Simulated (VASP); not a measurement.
Input of a VASP 6.6.1 run:

File INCAR:

```
SYSTEM = AgCl
PREC     = Accurate       ! precision mode
ENCUT    = 520            ! plane-wave cutoff, eV
EDIFF    = 1E-6           ! SCF threshold, eV
ISMEAR   = -1             ! smearing method
SIGMA    = 0.01           ! smearing width, eV
LREAL    = .False.        ! projectors in reciprocal space
LASPH    = .True.         ! aspherical terms in the spheres
NELM     = 60             ! most SCF steps
ALGO     = Normal         ! electronic algorithm
ISIF     = 2              ! what is computed and relaxed
LWAVE    = .False.        ! write WAVECAR
LCHARG   = .False.        ! write CHGCAR
GGA      = PS             ! functional
NBANDS   = 16             ! bands
```

Contents of KPOINTS:

```
regular mesh
0
Gamma
  9 9 9
  0 0 0
```

The input POSCAR:

```
AgCl
1.0
    0.0000000000      2.7726629968      2.7726629968
    2.7726629968      0.0000000000      2.7726629968
    2.7726629968      2.7726629968      0.0000000000
Ag Cl
1 1
Direct
    0.0000000000      0.0000000000      0.0000000000
    0.5000000000      0.5000000000      0.5000000000
```

Potentials or basis: VASP PAW PBE potentials, release 64 (Ag, Cl).

Command:

```bash
$ cat potpaw_PBE.64/Ag/POTCAR potpaw_PBE.64/Cl/POTCAR > POTCAR
$ mpirun -np 1 vasp_std > vasp.out
```

(1) Estimate the pressure.

(2) Estimate the band gap on the k mesh.

Answers

(1) -2.7 GPa.

(2) 0.78 eV (least direct gap 3.00 eV).

Caveat: semilocal functionals underestimate gaps, and a narrow one can read as zero; the PAW data sets were made with another functional, which shifts forces and pressure a little; an odd mesh through Γ misses points on the zone boundary, where band edges can lie.
